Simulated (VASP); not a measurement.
# Pb (Fm-3m) in VASP: settings compared

The runs below take Pb through single point, relaxation of cell and atoms, with PBE, RPBE, revPBE+D4.

All numbers are computed with VASP 6.6.1; they aren't measurements. Logs are shortened: lines on timing, memory, paths and dates and some standing lists are left out, and cuts for length are marked.

## Step 1: The cell of the first run

The structure is cubic, space group Fm-3m (No. 225). The conventional cell has a = 4.950 Å, b = 4.950 Å, c = 4.950 Å, α = 90.00°, β = 90.00°, γ = 90.00°. Within 4.6 Å of Pb (site symmetry m-3m) lie 12 Pb at 3.50 Å.

## Step 2: Single point, PBE

INCAR reads:

```
PREC     = Accurate       # precision mode
ENCUT    = 520            # plane-wave cutoff, eV
EDIFF    = 1E-6           # SCF threshold, eV
ISMEAR   = -1             # smearing method
SIGMA    = 0.02           # smearing width, eV
LREAL    = False          # projectors in reciprocal space
LASPH    = True           # aspherical terms in the spheres
NELM     = 100            # most SCF steps
ALGO     = Normal         # electronic algorithm
ISIF     = 2              # what is computed and relaxed
LWAVE    = False          # write WAVECAR
LCHARG   = False          # write CHGCAR
GGA      = PE             # functional
NBANDS   = 13             # bands
```

KPOINTS reads:

```
Automatic mesh
0
Gamma
  6 6 6
```

POSCAR reads:

```
Pb
1.0
    0.0000000000      2.4750200000      2.4750200000
    2.4750200000      0.0000000000      2.4750200000
    2.4750200000      2.4750200000      0.0000000000
Pb
1
Direct
    0.0000000000      0.0000000000      0.0000000000
```

Potentials or basis: VASP PAW PBE potentials, release 64 (Pb_d).

Started as:

```sh
$ cat potpaw_PBE.64/Pb_d/POTCAR > POTCAR
$ mpirun -np 1 vasp_std > vasp.out
```

OUTCAR:

```text
PREC = Accurate
   ENCUT = 520
   EDIFF = 1E-6
   ISMEAR = -1
   LREAL = False
   LASPH = True
   NELM = 100
   ISIF = 2
   GGA = PE

 ion  position               nearest neighbor table
   1  0.000  0.000  0.000-

  LATTYP: Found a face centered cubic cell.
 ALAT       =     4.9500400000

  Lattice vectors:

 A1 = (   0.0000000000,   2.4750200000,   2.4750200000)
 A2 = (   2.4750200000,   0.0000000000,   2.4750200000)
 A3 = (   2.4750200000,   2.4750200000,   0.0000000000)

Analysis of symmetry for initial positions (statically):
[... 5 lines left out ...]
 face centered cubic supercell.

 Subroutine GETGRP returns: Found 48 space group operations
 (whereof 48 operations were pure point group operations)
 out of a pool of 48 trial point group operations.

The static configuration has the point symmetry O_h .

Analysis of symmetry for dynamics (positions and initial velocities):
[... 5 lines left out ...]
 face centered cubic supercell.

 Subroutine GETGRP returns: Found 48 space group operations
 (whereof 48 operations were pure point group operations)
 out of a pool of 48 trial point group operations.

The dynamic configuration has the point symmetry O_h .

 Subroutine INISYM returns: Found 48 space group operations
 (whereof 48 operations are pure point group operations),
 and found     1 'primitive' translations

----------------------------------------------------------------------------------------

                                     Primitive cell

  volume of cell :      30.3226

  direct lattice vectors                    reciprocal lattice vectors
     0.000000000  2.475020000  2.475020000    -0.202018570  0.202018570  0.202018570
     2.475020000  0.000000000  2.475020000     0.202018570 -0.202018570  0.202018570
     2.475020000  2.475020000  0.000000000     0.202018570  0.202018570 -0.202018570

  length of vectors
     3.500206851  3.500206851  3.500206851     0.349906427  0.349906427  0.349906427

  position of ions in fractional coordinates (direct lattice)
     0.000000000  0.000000000  0.000000000

  ion indices of the primitive-cell ions
   primitive index   ion index
                 1           1

----------------------------------------------------------------------------------------

 KPOINTS: Automatic mesh

Automatic generation of k-mesh.
 Grid dimensions read from file:
 generate k-points for:    6    6    6

 Generating k-lattice:

  Cartesian coordinates                     Fractional coordinates (reciprocal lattice)
    -0.033669762  0.033669762  0.033669762     0.166666667  0.000000000  0.000000000
     0.033669762 -0.033669762  0.033669762     0.000000000  0.166666667  0.000000000
     0.033669762  0.033669762 -0.033669762     0.000000000  0.000000000  0.166666667

  Length of vectors
     0.058317738  0.058317738  0.058317738

  Shift w.r.t. Gamma in fractional coordinates (k-lattice)
     0.000000000  0.000000000  0.000000000

 Subroutine IBZKPT returns following result:
 ===========================================

 Found     16 irreducible k-points:

 Following reciprocal coordinates:
            Coordinates               Weight
  0.000000  0.000000  0.000000      1.000000
  0.166667  0.000000  0.000000      8.000000
  0.333333  0.000000  0.000000      8.000000
  0.500000  0.000000  0.000000      4.000000
  0.166667  0.166667  0.000000      6.000000
  0.333333  0.166667  0.000000     24.000000
[... 8 lines left out ...]
 -0.333333  0.333333  0.166667     24.000000
 -0.333333  0.500000  0.166667     12.000000
   k-points           NKPTS =     16   k-points in BZ     NKDIM =     16   number of bands    NBANDS=     13
   number of dos      NEDOS =    301   number of ions     NIONS =      1
   total plane-waves  NPLWV =  21952
   dimension x,y,z NGX =    28 NGY =   28 NGZ =   28
   dimension x,y,z NGXF=    56 NGYF=   56 NGZF=   56
   ions per type =               1
   NGX,Y,Z   is equivalent  to a cutoff of  13.30, 13.30, 13.30 a.u.
   NGXF,Y,Z  is equivalent  to a cutoff of  26.60, 26.60, 26.60 a.u.
 SYSTEM =  unknown system
   PREC   = accura    normal or accurate (medium, high low for compatibility)
   ISTART =      0    job   : 0-new  1-cont  2-samecut
   ICHARG =      2    charge: 1-file 2-atom 10-const
   ISPIN  =      1    spin polarized calculation?
   LNONCOLLINEAR =      F non collinear calculations
   LSORBIT =      F    spin-orbit coupling
   LASPH  =      T    aspherical Exc in radial PAW
   ENCUT  =  520.0 eV  38.22 Ry    6.18 a.u.   6.51  6.51  6.51*2*pi/ulx,y,z
   NELM   =    100;   NELMIN=  2; NELMDL= -5     # of ELM steps
   EDIFF  = 0.1E-05   stopping-criterion for ELM
   LREAL  =      F    real-space projection
   EDIFFG = 0.1E-04   stopping-criterion for IOM
   NSW    =      0    number of steps for IOM
   IBRION =     -1    ionic relax: 0-MD 1-quasi-New 2-CG
   NFREE  =      0    steps in history (QN), initial steepest desc. (CG)
   ISIF   =      2    stress and relaxation
   ISYM   =      2    0-nonsym 1-usesym 2-fastsym
   POTIM  = 0.5000    time-step for ionic-motion
   TEBEG  =    0.0;   TEEND  =   0.0 temperature during run
   PSTRESS=    0.0 pullay stress
   NELECT =      14.0000    total number of electrons
   NUPDOWN=      -1.0000    fix difference up-down
   EMIN   =  10.00;   EMAX   =-10.00  energy-range for DOS
   EFERMI =   0.00;   METHOD = LEGACY
   ISMEAR =    -1;   SIGMA  =   0.02  broadening in eV -4-tet -1-fermi 0-gaus
   EFERMI_NEDOS =   21; number of points for ismear=-14 and -15
   IALGO  =     38    algorithm
   IMIX   =      4    mixing-type and parameters
     AMIX     =   0.40;   BMIX     =  1.00
     AMIX_MAG =   1.60;   BMIX_MAG =  1.00
  volume/ion in A,a.u.               =      30.32       204.63
  Fermi-wavevector in a.u.,A,eV,Ry     =   1.265306  2.391081 21.782907  1.600999
  Thomas-Fermi vector in A             =   2.398566
   LORBIT       =      0    0 simple, 1 ext, 2 COOP (PROOUT), +10 PAW based schemes
   GGA     = PE    functional components
   LHFCALC =     F    Hartree Fock is set to
   AEXX    =    0.0000 exact exchange contribution
   IVDW    =     0    specifies the selected vdW correction
   LEPSILON=     F    determine dielectric tensor
   LRPA    =     F    only Hartree local field effects (RPA)
 non-spin polarized calculation
  energy-cutoff  :      520.00
  volume of cell :       30.32
 maximum number of plane-waves:       869
 NGX is ok and might be reduce to    28
   NGX = 13   NGY = 13   NGZ = 13

 number of electron      13.9999999 magnetization

 Free energy of the ion-electron system (eV)
  ---------------------------------------------------
  ext. energy  EPLUGINS =         0.00000000
  ---------------------------------------------------
  free energy    TOTEN  =        -3.45056241 eV

  energy without entropy =       -3.44887108  energy(sigma->0) =       -3.44971675

 E-fermi :   7.4551     XC(G=0): -10.1753

 val. band max:        7.2936512648   @ k =  -0.3333   0.3333   0.1667
 cond. band min:       7.4939382990   @ k =   0.3333   0.1667   0.0000
 fundamental gap:      0.2002870343
 Fermi energy:         7.4550816496

 k-point     1 :       0.0000    0.0000    0.0000
  band No.  band energies     occupation
      1      -9.7646      2.00000
      2      -9.7646      2.00000
      3      -9.7646      2.00000
      4      -9.6286      2.00000
      5      -9.6286      2.00000
      6      -4.4611      2.00000
      7      14.7101      0.00000
      8      14.7101      0.00000
      9      14.7101      0.00000
     10      17.0517      0.00000
     11      18.6484      0.00000
     12      19.7731      0.00000
     13      19.7731      0.00000

 k-point     2 :       0.1667    0.0000    0.0000
  band No.  band energies     occupation
      1      -9.7669      2.00000
      2      -9.7353      2.00000
      3      -9.7353      2.00000
      4      -9.6225      2.00000
      5      -9.6225      2.00000
      6      -3.9258      2.00000
      7      10.5950      0.00000
      8      14.1430      0.00000
      9      14.1430      0.00000
     10      16.4629      0.00000
     11      19.9033      0.00000
     12      20.4361      0.00000
     13      20.4399      0.00000

 k-point     3 :       0.3333    0.0000    0.0000
  band No.  band energies     occupation
      1      -9.7818      2.00000
      2      -9.7403      2.00000
      3      -9.7403      2.00000
      4      -9.5449      2.00000
      5      -9.5449      2.00000
      6      -2.3693      2.00000
      7       5.7588      2.00000
      8      13.2560      0.00000
      9      13.2560      0.00000
     10      16.2261      0.00000
     11      17.8552      0.00000
     12      19.0065      0.00000
     13      19.0065      0.00000
[... 177 lines left out ...]
 k-point    15 :      -0.3333    0.3333    0.1667
  band No.  band energies     occupation
      1      -9.7712      2.00000
      2      -9.7279      2.00000
      3      -9.6369      2.00000
      4      -9.5995      2.00000
      5      -9.4889      2.00000
      6       0.1473      2.00000
      7       4.6718      2.00000
      8       7.2937      1.99938
      9       9.3163      0.00000
     10      16.6939      0.00000
     11      18.6322      0.00000
     12      21.4973      0.00000
     13      21.5413      0.00000

 k-point    16 :      -0.3333    0.5000    0.1667
  band No.  band energies     occupation
      1      -9.8190      2.00000
      2      -9.7836      2.00000
      3      -9.5833      2.00000
      4      -9.5567      2.00000
      5      -9.4553      2.00000
      6       0.6573      2.00000
      7       4.8935      2.00000
      8       7.2208      1.99998
      9       7.8786      0.00000
     10      16.0994      0.00000
     11      16.9809      0.00000
     12      22.1110      0.00000
     13      22.4940      0.00000

------------------------ aborting loop because EDIFF is reached ----------------------------------------

  FORCE on cell =-STRESS in cart. coord.  units (eV):
  Direction    XX          YY          ZZ          XY          YZ          ZX
  --------------------------------------------------------------------------------------
  -------------------------------------------------------------------------------------
  Total        0.5999337      0.5999337      0.5999337     -0.0000000     -0.0000000     -0.0000000
  in kB       31.6991559     31.6991559     31.6991559     -0.0000000     -0.0000000     -0.0000000
  external PRESSURE =      31.6991559 kB  Pullay stress =       0.0000000 kB

 VOLUME and BASIS-vectors are now :
 -----------------------------------------------------------------------------
  energy-cutoff  :      520.00
  volume of cell :       30.32
      direct lattice vectors                 reciprocal lattice vectors
     0.000000000  2.475020000  2.475020000    -0.202018570  0.202018570  0.202018570
     2.475020000  0.000000000  2.475020000     0.202018570 -0.202018570  0.202018570
     2.475020000  2.475020000  0.000000000     0.202018570  0.202018570 -0.202018570

 POSITION                                       TOTAL-FORCE (eV/Angst)
 -----------------------------------------------------------------------------------
      0.00000      0.00000      0.00000        -0.000000      0.000000     -0.000000
 -----------------------------------------------------------------------------------
    total drift:                               -0.000000     -0.000000     -0.000000

  FREE ENERGIE OF THE ION-ELECTRON SYSTEM (eV)
  ---------------------------------------------------
  free  energy   TOTEN  =        -3.4505624140 eV

  energy  without entropy=       -3.4488710804  energy(sigma->0) =       -3.44971675
```

It took 6.4 s on 1 thread of Intel Xeon Platinum 8488C (Sapphire Rapids), shared host; peak memory 0.15 GiB.

Results:

| Item | Value |
| --- | --- |
| Free energy | -3.4506 eV |
| Pressure | 3.2 GPa |
| Band gap on the k mesh | zero (band 7 reaches 14.71 eV, above the bottom of band 8 at 5.75 eV) |

Caveat: the k points lie up to 0.37 Å⁻¹ apart; spin-orbit coupling is left out, which moves the levels of the heavy elements.

## Step 3: Single point, RPBE

INCAR reads:

```
ALGO = Normal
EDIFF = 1E-6
ENCUT = 520
GGA = RP
ISIF = 2
ISMEAR = -1
LASPH = T
LCHARG = T
LELF = T
LREAL = F
LVHAR = T
LWAVE = F
NBANDS = 13
NELM = 100
PREC = Accurate
SIGMA = 0.05
```

KPOINTS reads:

```
k-points
0
Gamma
  9 9 9
```

POSCAR is that of step 2.

Potentials or basis: VASP PAW PBE potentials, release 64 (Pb_d).

Started as:

```sh
$ cat potpaw_PBE.64/Pb_d/POTCAR > POTCAR
$ mpirun -np 1 vasp_std > vasp.out
```

It took 8.8 s on 1 thread of Intel Xeon Platinum 8488C (Sapphire Rapids), shared host; peak memory 0.15 GiB.

The run converged. Its results:

```yaml
Free_energy: -3.1650 eV
Pressure: 3.8 GPa
Band_gap_on_the_k_mesh: zero (band 7 reaches 14.85 eV, above the bottom of band 8 at 5.87 eV)
```

Levels at points of the mesh, in eV from the Fermi level:
```csv
k point,band 4,band 5,band 6,band 7,band 8,band 9,band 10,band 11
"(0.00, 0.00, 0.00)",-16.87,-16.87,-11.61,7.58,7.58,7.58,9.87,11.44
```

Caveat: the PAW data sets were made with another functional, which shifts forces and pressure a little; spin-orbit coupling is left out, which moves the levels of the heavy elements.

## Step 4: Single point, PBE

INCAR reads:

```
PREC = Accurate
ENCUT = 520
EDIFF = 1E-7
ISMEAR = 0
SIGMA = 0.05
LREAL = F
LASPH = T
NELM = 60
ALGO = Fast
ISIF = 2
LWAVE = F
LCHARG = F
GGA = PE
NBANDS = 13
```

KPOINTS reads:

```
regular mesh
0
Gamma
  9 9 9
```

POSCAR is that of step 3.

Started as:

```sh
$ cat potpaw_PBE.64/Pb_d/POTCAR > POTCAR
$ mpirun -np 1 vasp_std > vasp.out
```

It took 13 s on 1 thread of Intel Xeon Platinum 8488C (Sapphire Rapids), shared host; peak memory 0.15 GiB.

Results (log left out):

```
Free energy            : -3.5688 eV
Pressure               : 2.2 GPa
Band gap on the k mesh : zero (band 7 reaches 14.70 eV, above the bottom of band 8 at 5.74 eV)
```

Levels at points of the mesh, in eV from the Fermi level:
| k point | band 5 | band 6 | band 7 | band 8 | band 9 | band 10 |
| --- | --- | --- | --- | --- | --- | --- |
| (0.00, 0.00, 0.00) | -16.80 | -11.62 | 7.56 | 7.56 | 7.56 | 9.90 |

Caveat: spin-orbit coupling is left out, which moves the levels of the heavy elements.

## Step 5: Single point, revPBE+D4

This run uses another cell than the first one, of 30.56 Å³/atom, 1.008 times its volume.

INCAR reads:

```
ALGO     = Normal         # electronic algorithm
EDIFF    = 1E-6           # SCF threshold, eV
ENCUT    = 520            # plane-wave cutoff, eV
GGA      = RE             # functional
ISIF     = 2              # what is computed and relaxed
ISMEAR   = -1             # smearing method
IVDW     = 13             # dispersion correction
LASPH    = T              # aspherical terms in the spheres
LCHARG   = T              # write CHGCAR
LELF     = T              # ELF
LREAL    = F              # projectors in reciprocal space
LVHAR    = T            
LWAVE    = F              # write WAVECAR
NBANDS   = 13             # bands
NELM     = 100            # most SCF steps
PREC     = Accurate       # precision mode
SIGMA    = 0.05           # smearing width, eV
```

KPOINTS reads:

```
k-points
0
Gamma
  9 9 9
```

POSCAR reads:

```
Pb
1.0
    0.0000000000      2.4814785068      2.4814785068
    2.4814785068      0.0000000000      2.4814785068
    2.4814785068      2.4814785068      0.0000000000
Pb
1
Direct
    0.0000000000      0.0000000000      0.0000000000
```

Started as:

```sh
$ cat potpaw_PBE.64/Pb_d/POTCAR > POTCAR
$ mpirun -np 1 vasp_std > vasp.out
```

Run time: 8.7 s. Hardware: 1 thread of Intel Xeon Platinum 8488C (Sapphire Rapids), shared host; peak memory 0.16 GiB.

The run converged. Its results:

```yaml
Free_energy: -3.8341 eV
Pressure: -0.1 GPa
Band_gap_on_the_k_mesh: zero (band 7 reaches 14.66 eV, above the bottom of band 8 at 5.76 eV)
Dispersion_energy_per_atom: -0.593 eV
```

Levels at points of the mesh, in eV from the Fermi level:
| k point | band 5 | band 6 | band 7 | band 8 | band 9 | band 10 |
| --- | --- | --- | --- | --- | --- | --- |
| (0.00, 0.00, 0.00) | -16.85 | -11.56 | 7.51 | 7.51 | 7.51 | 9.87 |

Caveat: the PAW data sets were made with another functional, which shifts forces and pressure a little; spin-orbit coupling is left out, which moves the levels of the heavy elements; pairwise dispersion overbinds metals, which lowers pressure and volume.

## Step 6: Relaxation of cell and atoms, revPBE+D4

INCAR reads:

```
PREC = Accurate
ENCUT = 600
EDIFF = 1E-7
ISMEAR = -1
SIGMA = 0.05
LREAL = False
LASPH = True
NELM = 60
ALGO = Normal
ISIF = 3
LWAVE = False
LCHARG = False
GGA = RE
IVDW = 13
IBRION = 2
NSW = 80
EDIFFG = -0.02
```

KPOINTS reads:

```
Automatic mesh
0
Gamma
  9 9 9
```

POSCAR reads:

```
Pb
1.0
    0.0000000000      2.4750200000      2.4750200000
    2.4750200000      0.0000000000      2.4750200000
    2.4750200000      2.4750200000      0.0000000000
Pb
1
Direct
    0.0000000000      0.0000000000      0.0000000000
```

Potentials or basis: VASP PAW PBE potentials, release 64 (Pb_d).

Started as:

```sh
$ cat potpaw_PBE.64/Pb_d/POTCAR > POTCAR
$ mpirun -np 1 vasp_std > vasp.out
```

Run time: 13 s. Hardware: 1 thread of Intel Xeon Platinum 8488C (Sapphire Rapids), shared host; peak memory 0.16 GiB.

Results (log left out):

```
Free energy                            : -3.8342 eV
Relaxed volume                         : 30.60 Å³/atom
Relaxed cell                           : a = 3.511 Å, b = 3.511 Å, c = 3.511 Å, α = 60.00°, β = 60.00°, γ = 60.00°
Space group after relaxing (to 0.05 Å) : Fm-3m (No. 225)
Energy gained by relaxing              : 0.2 meV/atom
Ionic steps                            : 2
Pressure after relaxing                : -0.1 GPa
Band gap on the k mesh                 : zero (band 7 reaches 14.64 eV, above the bottom of band 8 at 5.75 eV)
Dispersion energy per atom             : -0.592 eV
```

Step by step:
```csv
step,energy change (eV),largest force (eV/Å),pressure (GPa),volume (Å³)
1,0.0000,0.0000,0.33,30.32
2,-0.0002,0.0000,-0.09,30.60
```

Final structure:
```yaml
crystal:
  lattice:
    - [0.00000, 2.48254, 2.48254]
    - [2.48254, 0.00000, 2.48254]
    - [2.48254, 2.48254, 0.00000]
  atoms:
    - { symbol: Pb, position: [0.00000, 0.00000, 0.00000] }
```

Levels at points of the mesh, in eV from the Fermi level:
```
           k point  band 3  band 4  band 5  band 6  band 7  band 8  band 9  band 10  band 11
(0.00, 0.00, 0.00)  -16.98  -16.85  -16.85  -11.55    7.50    7.50    7.50     9.87    11.33
```

Caveat: the PAW data sets were made with another functional, which shifts forces and pressure a little; spin-orbit coupling is left out, which moves the levels of the heavy elements; pairwise dispersion overbinds metals, which lowers pressure and volume.

## Step 7: Overview

| task | level | cell | k mesh | cutoff (eV) | smearing | gap on the mesh (eV) | pressure (GPa) |
| --- | --- | --- | --- | --- | --- | --- | --- |
| single point | PBE | a = 3.500 Å, angles 60.0°, 1 atom | 6 × 6 × 6 | 520 | fermi-dirac 0.02 eV | none | 3.2 |
| single point | RPBE | a = 3.500 Å, angles 60.0°, 1 atom | 9 × 9 × 9 | 520 | fermi-dirac 0.05 eV | none | 3.8 |
| single point | PBE | a = 3.500 Å, angles 60.0°, 1 atom | 9 × 9 × 9 | 520 | gaussian 0.05 eV | none | 2.2 |
| single point | revPBE+D4 | a = 3.509 Å, angles 60.0°, 1 atom | 9 × 9 × 9 | 520 | fermi-dirac 0.05 eV | none | -0.1 |
| relaxation of cell and atoms | revPBE+D4 | relaxed from a = 3.500 Å, angles 60.0°, 1 atom | 9 × 9 × 9 | 600 | fermi-dirac 0.05 eV | none | -0.1 |

Alike in all rows: potentials or basis VASP PAW PBE potentials, release 64 (Pb_d); no spin polarisation.

Caveats: some runs use coarse meshes; spin-orbit coupling is left out, which moves the levels of the heavy elements; the PAW data sets were made with another functional, which shifts forces and pressure a little (some runs); pairwise dispersion overbinds metals, which lowers pressure and volume (some runs).

Absolute energies hang on the potentials; compare differences alone.

## Step 8: Comparison with measurements

Step 6. The cell as given is a measured one (30.32 Å³/atom); revPBE+D4 puts the equilibrium volume +0.9 % from it, thermal expansion not counted.
